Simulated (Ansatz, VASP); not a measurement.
One calculation of GaPbI3, two programs

The input INCAR:

```
SYSTEM = GaPbI3
PREC     = Accurate       ! precision mode
ENCUT    = 520            ! plane-wave cutoff, eV
EDIFF    = 1E-6           ! SCF threshold, eV
ISMEAR   = 0              ! smearing method
SIGMA    = 0.1            ! smearing width, eV
LREAL    = .False.        ! projectors in reciprocal space
LASPH    = .True.         ! aspherical terms in the spheres
NELM     = 100            ! most SCF steps
ALGO     = Normal         ! electronic algorithm
ISIF     = 2              ! what is computed and relaxed
LWAVE    = .False.        ! write WAVECAR
LCHARG   = .True.         ! write CHGCAR
GGA      = PE             ! functional
LELF     = .True.         ! ELF
LVHAR    = .True.       
NBANDS   = 32             ! bands
```

KPOINTS

```
Automatic mesh
0
Gamma
  4 4 4
  0 0 0
```

POSCAR

```
GaPbI3
1.0
    5.7454458600      0.0000000000      0.0000000000
    0.0000000000      5.7454458600      0.0000000000
    0.0000000000      0.0000000000      5.7454458600
Ga Pb I
1 1 3
Direct
    0.0000000000      0.0000000000      0.0000000000
    0.5000000000      0.5000000000      0.5000000000
    0.0000000000      0.5000000000      0.5000000000
    0.5000000000      0.0000000000      0.5000000000
    0.5000000000      0.5000000000      0.0000000000
```

Input for Ansatz:

```yaml
crystal:
  lattice:
    - [5.74544586, 0.0, 0.0]
    - [0.0, 5.74544586, 0.0]
    - [0.0, 0.0, 5.74544586]
  atoms:
    - { symbol: Ga, position: [0.0, 0.0, 0.0] }
    - { symbol: Pb, position: [0.5, 0.5, 0.5] }
    - { symbol: I, position: [0.0, 0.5, 0.5] }
    - { symbol: I, position: [0.5, 0.0, 0.5] }
    - { symbol: I, position: [0.5, 0.5, 0.0] }
basis:
  ecutwfc: 420
kpoints:
  mp_grid: { grid: [4, 4, 4] }
hamiltonian:
  xc: pbe
scf:
  occupations: { method: gaussian, width: 0.1 }
  lower_state_search: "off"
output:
  forces: true
  stress: true
  eigenvalues: true
```

Alike in both runs: task single point; functional PBE; k mesh 4 × 4 × 4; occupations gaussian, width 0.1 eV; no spin polarisation.

```csv
,VASP,Ansatz
version,VASP 6.6.1,Ansatz 0.2.0
potentials or method,"VASP PAW PBE potentials, release 64 (Ga_d, Pb_d, I), cutoff 520 eV","scalar-relativistic, plane waves, PAW"
valence electrons in the cell,48,78
```

|  | VASP | Ansatz | Ansatz less VASP |
| --- | --- | --- | --- |
| gap on the k mesh at the Fermi level (eV) | none | none | - |
| pressure (GPa) | 8.4 | 8.4 | +0.03 |

A gap of «none» marks a metal or a gap that the smearing closes. The functional is the same, so the differences come from potentials, cutoffs and numerics. VASP's potentials hold 48 valence electrons a cell and Ansatz's 78, so a difference there can come from the potentials and not from the codes.

Spin-orbit coupling is off throughout.
